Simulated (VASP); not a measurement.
**GaSb: single point with PBE**

The system is GaSb.

```
Ga Sb
1.0
     3.12605    3.12605    0.00000
    -3.12605    3.12605    0.00000
     0.00000    0.00000    6.09118
Ga Sb
2 2
Direct
  0.00000 0.00000 0.00000
  0.50000 0.50000 0.50000
  0.50000 0.00000 0.25000
  0.00000 0.50000 0.75000
```

This cell differs from its parent crystal: uniaxial strain along c: -2.0 %, then relaxed in part.

- Program: VASP 6.6.1
- Task: single point
- Functional: PBE
- Potentials or basis: VASP PAW PBE potentials, release 64 (Ga_d, Sb)
- Cutoff: 520 eV
- k mesh: 12 × 12 × 8
- Occupations: gaussian, width 0.1 eV
- Spin: no spin polarisation

```json
{"Pressure": "0.4 GPa", "Band gap on the k mesh": "0.14 eV"}
```

Stress tensor (GPa, compression positive):
```
0.07 0.00 0.00
0.00 0.07 0.00
0.00 0.00 1.10
```

Levels at points of the mesh, in eV from the valence-band top:
```
           k point  band 15  band 16  band 17  band 18  band 19  band 20  band 21  band 22
(0.00, 0.00, 0.00)    -2.49    -0.19     0.00     0.00     0.14     0.87     1.27     2.79
(0.50, 0.00, 0.00)    -2.91    -2.91    -1.21    -1.21     1.88     1.88     4.60     4.60
(0.50, 0.50, 0.00)    -2.35    -2.35    -2.33    -2.33     1.06     1.06     1.42     1.42
(0.00, 0.00, 0.50)    -1.60    -1.60    -1.60    -1.60     1.21     1.21     2.72     2.72
(0.50, 0.00, 0.50)    -1.14    -1.14    -0.95    -0.95     0.36     0.36     3.73     3.73
(0.50, 0.50, 0.50)    -3.12    -3.12    -2.91    -2.91     3.76     3.76     4.51     4.51
```

It took 8.7 min on 1 thread of Intel Xeon 8259CL, with other jobs on the host, peak memory 0.51 GiB.

Caveat: the cell differs from its parent crystal (uniaxial strain along c: -2.0 %, then relaxed in part); semilocal functionals underestimate gaps, and a narrow one can read as zero; spin-orbit coupling is left out, which moves the levels of the heavy elements. A k mesh can miss the band edges.
